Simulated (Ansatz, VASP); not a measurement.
# One calculation of SnO, two programs

```
Sn O
1.0
     3.82016    0.00000    0.00000
     0.00000    3.82016    0.00000
     0.00000    0.00000   22.22608
Sn O
4 4
Direct
  0.75000 0.25000 0.20246
  0.25000 0.75000 0.30878
  0.62500 0.12500 0.50675
  0.12500 0.62500 0.61307
  0.25000 0.25000 0.25562
  0.75000 0.75000 0.25562
  0.12500 0.12500 0.55991
  0.62500 0.62500 0.55991
```

Alike in both runs: task single point; functional PBE; dispersion D3(BJ); k mesh 7 × 7 × 1; occupations gaussian, width 0.05 eV; no spin polarisation.

|  | VASP | Ansatz |
| --- | --- | --- |
| version | VASP 6.6.1 | Ansatz 0.2.0 |
| potentials or method | VASP PAW PBE potentials, release 64 (Sn_d, O), cutoff 520 eV | scalar-relativistic, plane waves, PAW |
| valence electrons in the cell | 80 | 80 |

Ansatz gave:

* gap on the k mesh at the Fermi level (eV): 2.65
* least direct gap on the mesh (eV): 2.66
* rms of the force components (eV/Å): 0.022

Which values does VASP return?

gap on the k mesh at the Fermi level (eV): 2.60; least direct gap on the mesh (eV): 2.62; rms of the force components (eV/Å): 0.055.
